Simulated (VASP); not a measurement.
# MnCoC4N4 (P-43m) in VASP: further runs

Runs on MnCoC4N4. Level: PBE. Tasks: single point.

Everything below comes from runs of VASP 6.6.1. Logs are shortened: lines on timing, memory, paths and dates and some standing lists are left out, and cuts for length are marked.

## (1) The cell of the first run

It takes space group P-43m (No. 215, cubic). The conventional cell has a = 5.862 Å, b = 5.862 Å, c = 5.862 Å, α = 90.00°, β = 90.00°, γ = 90.00°. Mn (site symmetry -43m) has 4 N at 2.00 Å within 2.6 Å. Co (site symmetry -43m) has 4 C at 1.91 Å within 2.5 Å. C (site symmetry 3m) has 1 N at 1.17 Å within 1.6 Å. Within 1.6 Å of N (site symmetry 3m) lie 1 C at 1.17 Å.

## (2) Single point, PBE, collinear spin, ferrimagnetic start

Input file INCAR:

```
PREC = Accurate ; ENCUT = 520
EDIFF = 1E-7 ; ISMEAR = 0
SIGMA = 0.02 ; LREAL = F
LASPH = T ; NELM = 150
ALGO = Normal ; ISIF = 2
LWAVE = F ; LCHARG = F
ISPIN = 2 ; MAGMOM = 4.13 -2.05 0 0 0 0 0 0 0 0
LORBIT = 11 ; LMAXMIX = 4
GGA = PE ; NBANDS = 44
```

Input file KPOINTS:

```
Automatic mesh
0
Gamma
  6 6 6
```

Input file POSCAR:

```
MnCoC4N4
1.0
    5.8623343466      0.0000000000      0.0000000000
    0.0000000000      5.8623343466      0.0000000000
    0.0000000000      0.0000000000      5.8623343466
Mn Co C N
1 1 4 4
Direct
    0.5000000000      0.5000000000      0.5000000000
    0.0000000000      0.0000000000      0.0000000000
    0.1877085712      0.1877085712      0.1877085712
    0.1877085712      0.8122914288      0.8122914288
    0.8122914288      0.1877085712      0.8122914288
    0.8122914288      0.8122914288      0.1877085712
    0.3033345415      0.3033345415      0.3033345415
    0.3033345415      0.6966654585      0.6966654585
    0.6966654585      0.3033345415      0.6966654585
    0.6966654585      0.6966654585      0.3033345415
```

Potentials or basis: VASP PAW PBE potentials, release 64 (Mn_pv, Co, C, N).

On the command line:

```
$ cat potpaw_PBE.64/Mn_pv/POTCAR potpaw_PBE.64/Co/POTCAR potpaw_PBE.64/C/POTCAR potpaw_PBE.64/N/POTCAR > POTCAR
$ mpirun -np 1 vasp_std > vasp.out
```

OUTCAR:

```text
PREC = Accurate
   ENCUT = 520
   EDIFF = 1E-7
   ISMEAR = 0
   LREAL = F
   LASPH = T
   NELM = 150
   ISIF = 2
   ISPIN = 2
   LORBIT = 11
   GGA = PE

 ion  position               nearest neighbor table
   1  0.500  0.500  0.500-   7 2.00   8 2.00   9 2.00  10 2.00
   2  0.000  0.000  0.000-   3 1.91   4 1.91   5 1.91   6 1.91
   3  0.188  0.188  0.188-   7 1.17   2 1.91
   4  0.188  0.812  0.812-   8 1.17   2 1.91
   5  0.812  0.188  0.812-   9 1.17   2 1.91
   6  0.812  0.812  0.188-  10 1.17   2 1.91
   7  0.303  0.303  0.303-   3 1.17   1 2.00
   8  0.303  0.697  0.697-   4 1.17   1 2.00
   9  0.697  0.303  0.697-   5 1.17   1 2.00
  10  0.697  0.697  0.303-   6 1.17   1 2.00

  LATTYP: Found a simple cubic cell.
 ALAT       =     5.8623343466

  Lattice vectors:

 A1 = (   5.8623343466,   0.0000000000,   0.0000000000)
 A2 = (   0.0000000000,   5.8623343466,   0.0000000000)
 A3 = (   0.0000000000,   0.0000000000,   5.8623343466)

Analysis of symmetry for initial positions (statically):
=====================================================================
 Subroutine PRICEL returns:
 Original cell was already a primitive cell.

 Routine SETGRP: Setting up the symmetry group for a
 simple cubic supercell.

 Subroutine GETGRP returns: Found 24 space group operations
 (whereof 24 operations were pure point group operations)
 out of a pool of 48 trial point group operations.

The static configuration has the point symmetry T_d .

Analysis of symmetry for dynamics (positions and initial velocities):
=====================================================================
 Subroutine PRICEL returns:
 Original cell was already a primitive cell.

 Routine SETGRP: Setting up the symmetry group for a
 simple cubic supercell.

 Subroutine GETGRP returns: Found 24 space group operations
 (whereof 24 operations were pure point group operations)
 out of a pool of 48 trial point group operations.

The dynamic configuration has the point symmetry T_d .

Analysis of structural, dynamic, and magnetic symmetry:
=====================================================================
 Subroutine PRICEL returns:
 Original cell was already a primitive cell.

 Routine SETGRP: Setting up the symmetry group for a
 simple cubic supercell.

 Subroutine GETGRP returns: Found 24 space group operations
 (whereof 24 operations were pure point group operations)
 out of a pool of 48 trial point group operations.

The overall configuration has the point symmetry T_d .

 Subroutine INISYM returns: Found 24 space group operations
 (whereof 24 operations are pure point group operations),
 and found     1 'primitive' translations

----------------------------------------------------------------------------------------

                                     Primitive cell

  volume of cell :     201.4706

  direct lattice vectors                    reciprocal lattice vectors
     5.862334347  0.000000000  0.000000000     0.170580513  0.000000000  0.000000000
     0.000000000  5.862334347  0.000000000     0.000000000  0.170580513  0.000000000
     0.000000000  0.000000000  5.862334347     0.000000000  0.000000000  0.170580513

  length of vectors
     5.862334347  5.862334347  5.862334347     0.170580513  0.170580513  0.170580513

  position of ions in fractional coordinates (direct lattice)
     0.500000000  0.500000000  0.500000000
     0.000000000  0.000000000  0.000000000
     0.187708571  0.187708571  0.187708571
     0.187708571  0.812291429  0.812291429
     0.812291429  0.187708571  0.812291429
     0.812291429  0.812291429  0.187708571
     0.303334541  0.303334541  0.303334541
     0.303334541  0.696665459  0.696665459
     0.696665459  0.303334541  0.696665459
     0.696665459  0.696665459  0.303334541

  ion indices of the primitive-cell ions
   primitive index   ion index
                 1           1
                 2           2
                 3           3
                 4           4
                 5           5
                 6           6
                 7           7
                 8           8
                 9           9
                10          10

----------------------------------------------------------------------------------------

 KPOINTS: Automatic mesh

Automatic generation of k-mesh.
 Grid dimensions read from file:
 generate k-points for:    6    6    6

 Generating k-lattice:

  Cartesian coordinates                     Fractional coordinates (reciprocal lattice)
     0.028430085  0.000000000  0.000000000     0.166666667  0.000000000  0.000000000
     0.000000000  0.028430085  0.000000000     0.000000000  0.166666667  0.000000000
     0.000000000  0.000000000  0.028430085     0.000000000  0.000000000  0.166666667

  Length of vectors
     0.028430085  0.028430085  0.028430085

  Shift w.r.t. Gamma in fractional coordinates (k-lattice)
     0.000000000  0.000000000  0.000000000

 Subroutine IBZKPT returns following result:
 ===========================================

 Found     20 irreducible k-points:

 Following reciprocal coordinates:
            Coordinates               Weight
  0.000000  0.000000  0.000000      1.000000
  0.166667  0.000000  0.000000      6.000000
  0.333333  0.000000  0.000000      6.000000
  0.500000  0.000000  0.000000      3.000000
  0.166667  0.166667  0.000000     12.000000
  0.333333  0.166667  0.000000     24.000000
[... 12 lines left out ...]
  0.500000  0.500000  0.333333      6.000000
  0.500000  0.500000  0.500000      1.000000
   k-points           NKPTS =     20   k-points in BZ     NKDIM =     20   number of bands    NBANDS=     44
   number of dos      NEDOS =    301   number of ions     NIONS =     10
   total plane-waves  NPLWV = 110592
   dimension x,y,z NGX =    48 NGY =   48 NGZ =   48
   dimension x,y,z NGXF=    96 NGYF=   96 NGZF=   96
   ions per type =               1   1   4   4
   NGX,Y,Z   is equivalent  to a cutoff of  13.61, 13.61, 13.61 a.u.
   NGXF,Y,Z  is equivalent  to a cutoff of  27.22, 27.22, 27.22 a.u.
 SYSTEM =  unknown system
   PREC   = accura    normal or accurate (medium, high low for compatibility)
   ISTART =      0    job   : 0-new  1-cont  2-samecut
   ICHARG =      2    charge: 1-file 2-atom 10-const
   ISPIN  =      2    spin polarized calculation?
   LNONCOLLINEAR =      F non collinear calculations
   LSORBIT =      F    spin-orbit coupling
   LASPH  =      T    aspherical Exc in radial PAW
   ENCUT  =  520.0 eV  38.22 Ry    6.18 a.u.  10.90 10.90 10.90*2*pi/ulx,y,z
   NELM   =    150;   NELMIN=  2; NELMDL= -5     # of ELM steps
   EDIFF  = 0.1E-06   stopping-criterion for ELM
   LREAL  =      F    real-space projection
   EDIFFG = 0.1E-05   stopping-criterion for IOM
   NSW    =      0    number of steps for IOM
   IBRION =     -1    ionic relax: 0-MD 1-quasi-New 2-CG
   NFREE  =      0    steps in history (QN), initial steepest desc. (CG)
   ISIF   =      2    stress and relaxation
   ISYM   =      2    0-nonsym 1-usesym 2-fastsym
   POTIM  = 0.5000    time-step for ionic-motion
   TEBEG  =    0.0;   TEEND  =   0.0 temperature during run
   PSTRESS=    0.0 pullay stress
   NELECT =      58.0000    total number of electrons
   NUPDOWN=      -1.0000    fix difference up-down
   EMIN   =  10.00;   EMAX   =-10.00  energy-range for DOS
   EFERMI =   0.00;   METHOD = LEGACY
   ISMEAR =     0;   SIGMA  =   0.02  broadening in eV -4-tet -1-fermi 0-gaus
   EFERMI_NEDOS =   21; number of points for ismear=-14 and -15
   IALGO  =     38    algorithm
   IMIX   =      4    mixing-type and parameters
     AMIX     =   0.40;   BMIX     =  1.00
     AMIX_MAG =   1.60;   BMIX_MAG =  1.00
  volume/ion in A,a.u.               =      20.15       135.96
  Fermi-wavevector in a.u.,A,eV,Ry     =   1.080970  2.042737 15.898351  1.168496
  Thomas-Fermi vector in A             =   2.216974
   LORBIT       =     11    0 simple, 1 ext, 2 COOP (PROOUT), +10 PAW based schemes
   GGA     = PE    functional components
   LHFCALC =     F    Hartree Fock is set to
   AEXX    =    0.0000 exact exchange contribution
   IVDW    =     0    specifies the selected vdW correction
   LEPSILON=     F    determine dielectric tensor
   LRPA    =     F    only Hartree local field effects (RPA)
 spin polarized calculation
 Gauss-broadening in eV      SIGMA  =   0.02
  energy-cutoff  :      520.00
  volume of cell :      201.47
 maximum number of plane-waves:      5520
 NGX is ok and might be reduce to    48
   NGX = 21   NGY = 21   NGZ = 21

 number of electron      58.0000002 magnetization       2.0001350

 Free energy of the ion-electron system (eV)
  ---------------------------------------------------
  ext. energy  EPLUGINS =         0.00000000
  ---------------------------------------------------
  free energy    TOTEN  =       -82.98707878 eV

  energy without entropy =      -82.98707878  energy(sigma->0) =      -82.98707878

 E-fermi :  -1.1271     XC(G=0):  -7.2161

 val. band max:       -1.3489086206   @ k =   0.5000   0.0000   0.0000
 cond. band min:      -0.3283437522   @ k =   0.0000   0.0000   0.0000
 fundamental gap:      1.0205648684
 Fermi energy:        -1.1270934140

 spin component 1

 k-point     1 :       0.0000    0.0000    0.0000
  band No.  band energies     occupation
      1     -50.8164      1.00000
      2     -50.8164      1.00000
      3     -50.8164      1.00000
      4     -18.4333      1.00000
      5     -18.3088      1.00000
      6     -18.3088      1.00000
[... 869 lines left out ...]
     40       4.6305      0.00000
     41       4.6305      0.00000
 Fermi energy:        -1.1270934140

 spin component 2

 k-point     1 :       0.0000    0.0000    0.0000
  band No.  band energies     occupation
      1     -46.3417      1.00000
      2     -46.3417      1.00000
      3     -46.3417      1.00000
      4     -18.4724      1.00000
      5     -18.3511      1.00000
      6     -18.3511      1.00000
[... 869 lines left out ...]
     40       4.6157      0.00000
     41       4.6157      0.00000
 [bands above 41 left out]

------------------------ aborting loop because EDIFF is reached ----------------------------------------

  FORCE on cell =-STRESS in cart. coord.  units (eV):
  Direction    XX          YY          ZZ          XY          YZ          ZX
  --------------------------------------------------------------------------------------
  -------------------------------------------------------------------------------------
  Total        0.5472919      0.5472919      0.5472919     -0.0000000     -0.0000000      0.0000000
  in kB        4.3522900      4.3522900      4.3522900     -0.0000000     -0.0000000      0.0000000
  external PRESSURE =       4.3522900 kB  Pullay stress =       0.0000000 kB

 VOLUME and BASIS-vectors are now :
 -----------------------------------------------------------------------------
  energy-cutoff  :      520.00
  volume of cell :      201.47
      direct lattice vectors                 reciprocal lattice vectors
     5.862334347  0.000000000  0.000000000     0.170580513  0.000000000  0.000000000
     0.000000000  5.862334347  0.000000000     0.000000000  0.170580513  0.000000000
     0.000000000  0.000000000  5.862334347     0.000000000  0.000000000  0.170580513

 POSITION                                       TOTAL-FORCE (eV/Angst)
 -----------------------------------------------------------------------------------
      2.93117      2.93117      2.93117         0.000000     -0.000000     -0.000000
      0.00000      0.00000      0.00000         0.000000     -0.000000      0.000000
      1.10041      1.10041      1.10041        -0.191680     -0.191680     -0.191680
      1.10041      4.76192      4.76192        -0.191680      0.191680      0.191680
      4.76192      1.10041      4.76192         0.191680     -0.191680      0.191680
      4.76192      4.76192      1.10041         0.191680      0.191680     -0.191680
      1.77825      1.77825      1.77825         0.179856      0.179856      0.179856
      1.77825      4.08409      4.08409         0.179856     -0.179856     -0.179856
      4.08409      1.77825      4.08409        -0.179856      0.179856     -0.179856
      4.08409      4.08409      1.77825        -0.179856     -0.179856      0.179856
 -----------------------------------------------------------------------------------
    total drift:                               -0.000000     -0.000000      0.000000

  FREE ENERGIE OF THE ION-ELECTRON SYSTEM (eV)
  ---------------------------------------------------
  free  energy   TOTEN  =       -82.9870787821 eV

  energy  without entropy=      -82.9870787821  energy(sigma->0) =      -82.98707878

 total charge

# of ion       s       p       d       tot
------------------------------------------
    1        0.266   6.293   4.878  11.437
    2        0.496   0.704   7.162   8.363
    3        0.962   1.614   0.000   2.577
    4        0.962   1.614   0.000   2.577
    5        0.962   1.614   0.000   2.577
    6        0.962   1.614   0.000   2.577
    7        1.302   2.596   0.000   3.898
    8        1.302   2.596   0.000   3.898
    9        1.302   2.596   0.000   3.898
   10        1.302   2.596   0.000   3.898
--------------------------------------------------
tot          9.819  23.839  12.040  45.698

 magnetization (x)

# of ion       s       p       d       tot
------------------------------------------
    1        0.021   0.071   4.044   4.136
    2       -0.012  -0.151  -1.873  -2.036
    3       -0.008   0.038   0.000   0.031
    4       -0.008   0.038   0.000   0.031
    5       -0.008   0.038   0.000   0.031
    6       -0.008   0.038   0.000   0.031
    7       -0.001  -0.071   0.000  -0.071
    8       -0.001  -0.071   0.000  -0.071
    9       -0.001  -0.071   0.000  -0.071
   10       -0.001  -0.071   0.000  -0.071
--------------------------------------------------
tot         -0.025  -0.209   2.171   1.937
```

Run time: 23 min. Hardware: 1 thread of Intel Xeon 8259CL, shared host; peak memory 0.59 GiB.

Results:

- Free energy: -82.9871 eV
- Pressure: 0.4 GPa
- Largest force: 0.332 eV/Å
- Band gap on the k mesh: 1.02 eV (least direct gap 1.18 eV)
- Net moment: 2.00 μB per cell
- Site moments: Mn +4.14; Co -2.04; C +0.03; N -0.07 μB
- Valence electrons inside the program's atomic spheres: Mn 11.44; Co 8.36; C 2.58; N 3.90

Forces on the atoms (eV/Å):
```
Mn   0.000  0.000  0.000
Co   0.000  0.000  0.000
C   -0.192 -0.192 -0.192
C   -0.192  0.192  0.192
C    0.192 -0.192  0.192
C    0.192  0.192 -0.192
N    0.180  0.180  0.180
N    0.180 -0.180 -0.180
N   -0.180  0.180 -0.180
N   -0.180 -0.180  0.180
```

Levels at points of the mesh, in eV from the valence-band top:
Spin up:
| k point | band 26 | band 27 | band 28 | band 29 | band 30 | band 31 | band 32 | band 33 | band 34 | band 35 |
| --- | --- | --- | --- | --- | --- | --- | --- | --- | --- | --- |
| (0.00, 0.00, 0.00) | -0.41 | -0.41 | -0.41 | -0.31 | -0.31 | 1.02 | 1.02 | 1.02 | 5.05 | 5.05 |
| (0.50, 0.00, 0.00) | -0.93 | -0.50 | -0.41 | -0.41 | 0.00 | 1.18 | 1.30 | 1.30 | 4.92 | 4.92 |
| (0.50, 0.50, 0.00) | -0.92 | -0.50 | -0.36 | -0.36 | -0.01 | 1.21 | 1.28 | 1.28 | 5.11 | 5.25 |
| (0.50, 0.50, 0.50) | -0.35 | -0.35 | -0.35 | -0.25 | -0.25 | 1.10 | 1.10 | 1.10 | 5.36 | 5.36 |
Spin down:
| k point | band 24 | band 25 | band 26 | band 27 | band 28 | band 29 | band 30 | band 31 | band 32 | band 33 |
| --- | --- | --- | --- | --- | --- | --- | --- | --- | --- | --- |
| (0.00, 0.00, 0.00) | -1.64 | -1.64 | -0.73 | -0.73 | -0.73 | 2.28 | 2.28 | 2.64 | 2.64 | 2.64 |
| (0.50, 0.00, 0.00) | -1.60 | -1.45 | -0.77 | -0.65 | -0.65 | 2.26 | 2.32 | 2.90 | 2.93 | 2.93 |
| (0.50, 0.50, 0.00) | -1.57 | -1.42 | -0.77 | -0.61 | -0.61 | 2.28 | 2.29 | 2.88 | 3.00 | 3.00 |
| (0.50, 0.50, 0.50) | -1.59 | -1.59 | -0.68 | -0.68 | -0.68 | 2.30 | 2.30 | 2.84 | 2.84 | 2.84 |

A k mesh can miss the band edges.

## (3) Single point, PBE, collinear spin, ferrimagnetic start

This run uses another cell than the first one, of 20.63 Å³/atom.

Input file INCAR:

```
SYSTEM = MnCoC4N4
PREC = Accurate
ENCUT = 520
EDIFF = 1E-6
ISMEAR = 0
SIGMA = 0.1
LREAL = .False.
LASPH = .True.
NELM = 150
ALGO = Normal
ISIF = 2
LWAVE = .False.
LCHARG = .True.
ISPIN = 2
MAGMOM = 4 -3 0 0 0 0 0 0 0 0
LORBIT = 11
LMAXMIX = 4
GGA = PE
LELF = .True.
LVHAR = .True.
NBANDS = 44
```

Input file KPOINTS:

```
regular mesh
0
Gamma
  4 4 4
  0 0 0
```

Input file POSCAR:

```
MnCoC4N4
1.0
    5.9086026500      0.0000000000      0.0000000000
    0.0000000000      5.9086026500      0.0000000000
    0.0000000000      0.0000000000      5.9086026500
Mn Co C N
1 1 4 4
Direct
    0.5000000000      0.5000000000      0.5000000000
    0.0000000000      0.0000000000      0.0000000000
    0.1873167900      0.1873167900      0.1873167900
    0.1873167900      0.8126832100      0.8126832100
    0.8126832100      0.1873167900      0.8126832100
    0.8126832100      0.8126832100      0.1873167900
    0.3016415900      0.3016415900      0.3016415900
    0.3016415900      0.6983584100      0.6983584100
    0.6983584100      0.3016415900      0.6983584100
    0.6983584100      0.6983584100      0.3016415900
```

Potentials or basis: VASP PAW PBE potentials, release 64 (Mn_pv, Co, C, N).

On the command line:

```
$ cat potpaw_PBE.64/Mn_pv/POTCAR potpaw_PBE.64/Co/POTCAR potpaw_PBE.64/C/POTCAR potpaw_PBE.64/N/POTCAR > POTCAR
$ mpirun -np 1 vasp_std > vasp.out
```

Run time: 6 min. Hardware: 1 thread of AMD EPYC 7R13 (Zen 3), shared host; peak memory 0.46 GiB.

The run converged. Its results:

```yaml
Free_energy: -82.9663 eV
Pressure: 0.2 GPa
Largest_force: 0.870 eV/Å
Band_gap_on_the_k_mesh: 1.13 eV (least direct gap 1.28 eV)
Net_moment: 2.00 μB per cell
Site_moments: Mn +4.21; Co -2.09; C +0.02; N -0.07 μB
Valence_electrons_inside_the_program's_atomic_spheres: Mn 11.38; Co 8.32; C 2.58; N 3.90
```

Forces in eV/Å, atoms in the order of the input:
```
Mn   0.000  0.000  0.000
Co   0.000  0.000  0.000
C   -0.406 -0.406 -0.406
C   -0.406  0.406  0.406
C    0.406 -0.406  0.406
C    0.406  0.406 -0.406
N    0.502  0.502  0.502
N    0.502 -0.502 -0.502
N   -0.502  0.502 -0.502
N   -0.502 -0.502  0.502
```

Levels at points of the mesh, in eV from the valence-band top:
Spin up:
| k point | band 26 | band 27 | band 28 | band 29 | band 30 | band 31 | band 32 | band 33 | band 34 | band 35 |
| --- | --- | --- | --- | --- | --- | --- | --- | --- | --- | --- |
| (0.00, 0.00, 0.00) | -0.41 | -0.41 | -0.41 | -0.24 | -0.24 | 1.13 | 1.13 | 1.13 | 5.13 | 5.13 |
| (0.50, 0.00, 0.00) | -0.83 | -0.41 | -0.41 | -0.39 | 0.00 | 1.28 | 1.38 | 1.38 | 5.03 | 5.03 |
| (0.50, 0.50, 0.00) | -0.82 | -0.39 | -0.36 | -0.36 | -0.01 | 1.31 | 1.37 | 1.37 | 5.22 | 5.35 |
| (0.50, 0.50, 0.50) | -0.36 | -0.36 | -0.36 | -0.19 | -0.19 | 1.21 | 1.21 | 1.21 | 5.46 | 5.46 |
Spin down:
| k point | band 25 | band 26 | band 27 | band 28 | band 29 | band 30 | band 31 | band 32 |
| --- | --- | --- | --- | --- | --- | --- | --- | --- |
| (0.00, 0.00, 0.00) | -1.54 | -0.66 | -0.66 | -0.66 | 2.42 | 2.42 | 2.76 | 2.76 |
| (0.50, 0.00, 0.00) | -1.37 | -0.69 | -0.59 | -0.59 | 2.39 | 2.46 | 3.00 | 3.03 |
| (0.50, 0.50, 0.00) | -1.35 | -0.70 | -0.55 | -0.55 | 2.42 | 2.43 | 2.99 | 3.09 |
| (0.50, 0.50, 0.50) | -1.50 | -0.62 | -0.62 | -0.62 | 2.44 | 2.44 | 2.96 | 2.96 |
